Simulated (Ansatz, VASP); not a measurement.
# InSe in VASP and in Ansatz

```
Se In
1.0
     3.82500    0.00000    0.00000
    -1.91250    3.31255    0.00000
     0.00000    0.00000   36.72119
Se In
2 2
Direct
  0.00000 0.00000 0.42984
  0.00000 0.00000 0.57014
  0.66667 0.33333 0.46359
  0.66667 0.33333 0.53639
```

Alike in both runs: task single point; functional PBE; dispersion D3(BJ); k mesh 9 × 9 × 1; occupations gaussian, width 0.02 eV; no spin polarisation.

```csv
,VASP,Ansatz
version,VASP 6.6.1,Ansatz 0.2.0
potentials or method,"VASP PAW PBE potentials, release 64 (Se, In_d), cutoff 520 eV","scalar-relativistic, plane waves, PAW"
valence electrons in the cell,38,58
```

Ansatz gave:

```
gap on the k mesh at the Fermi level (eV) : 2.24
least direct gap on the mesh (eV)         : 2.36
rms of the force components (eV/Å)        : 0.641
```

**Question.** Which values does VASP return?

**Answer.** gap on the k mesh at the Fermi level (eV): 2.23; least direct gap on the mesh (eV): 2.35; rms of the force components (eV/Å): 0.653.

VASP's potentials hold 38 valence electrons a cell and Ansatz's 58, so a difference there can come from the potentials and not from the codes.
